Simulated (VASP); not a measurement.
Write the native input for VASP 6.6.1 that does the following.

| Property | Result |
| --- | --- |
| Task | relaxation of cell and atoms |
| Functional | r2SCAN |
| Potentials or basis | VASP PAW PBE potentials, release 64 (C) |
| Cutoff | 600 eV |
| k mesh | 20 × 20 × 8 |
| Occupations | gaussian, width 0.1 eV |
| Spin | no spin polarisation |
| Target pressure | 50 GPa |
| Dipole correction | no |
| Further INCAR settings | ALGO = Normal; EDIFF = 1e-06; IBRION = 2; EDIFFG = -0.008; NSW = 70; ISIF = 3 |

Crystal: C.

```
C
1.0
     1.17812   -2.03379    0.00000
     1.17812    2.03379    0.00000
     0.00000    0.00000    5.42428
C
4
Direct
  0.08331 0.91669 0.74999
  0.58331 0.41669 0.25001
  0.91669 0.08331 0.25001
  0.41669 0.58331 0.74999
```

One way to write it, as run:

POSCAR

```
C
1.0
    1.1781191780     -2.0337862519      0.0000000000
    1.1781191780      2.0337862519      0.0000000000
    0.0000000000      0.0000000000      5.4242784748
C
4
Direct
    0.0833138896      0.9166861104      0.7499900905
    0.5833138896      0.4166861104      0.2500099095
    0.9166861104      0.0833138896      0.2500099095
    0.4166861104      0.5833138896      0.7499900905
```

INCAR.step1

```
  ALGO = Normal
  EDIFF = 1E-4
  ENCUT = 600
  GGA = PE
  ISMEAR = 0
  LASPH = True
  LCHARG = False
  LREAL = False
  LWAVE = True
  NELM = 60
  PREC = Accurate
  SIGMA = 0.1
```

INCAR.step2

```
  ALGO = Normal
  EDIFF = 1E-6
  EDIFFG = -0.008
  ENCUT = 600
  IBRION = 2
  ISIF = 3
  ISMEAR = 0
  ISTART = 1
  LASPH = True
  LCHARG = False
  LMIXTAU = True
  LREAL = False
  LWAVE = False
  METAGGA = R2SCAN
  NELM = 60
  NSW = 70
  PREC = Accurate
  PSTRESS = 500.0
  SIGMA = 0.1
```

KPOINTS

```
k-points
0
Gamma
  20 20 8
```

Potentials or basis: VASP PAW PBE potentials, release 64 (C).

Launch:

```sh
$ cat potpaw_PBE.64/C/POTCAR > POTCAR
$ cp INCAR.step1 INCAR
$ mpirun -np 1 vasp_std > vasp.out
$ cp INCAR.step2 INCAR
$ mpirun -np 1 vasp_std > vasp.out
```

Results of the run:

```json
{"Relaxed volume": "6.33 Å³/atom", "Relaxed cell": "a = 2.385 Å, b = 2.385 Å, c = 5.122 Å, α = 90.00°, β = 90.00°, γ = 119.71°", "Space group after relaxing (to 0.1 Å)": "Fmmm (No. 69)", "Energy change on relaxing (the run minimises the enthalpy)": "+14.8 meV/atom", "Ionic steps": "9", "Pressure after relaxing": "50.0 GPa", "Band gap on the k mesh": "zero (bands 8 and 9 overlap by 0.92 eV)"}
```

Caveat: the cell is relaxed towards a set pressure, so the run minimises the enthalpy, not the energy; the PAW data sets were made with another functional, which shifts forces and pressure a little.

Wall time 110 min on 1 thread of Oxide Virtual Turin-like Processor, with other jobs on the host, peak memory 0.26 GiB.
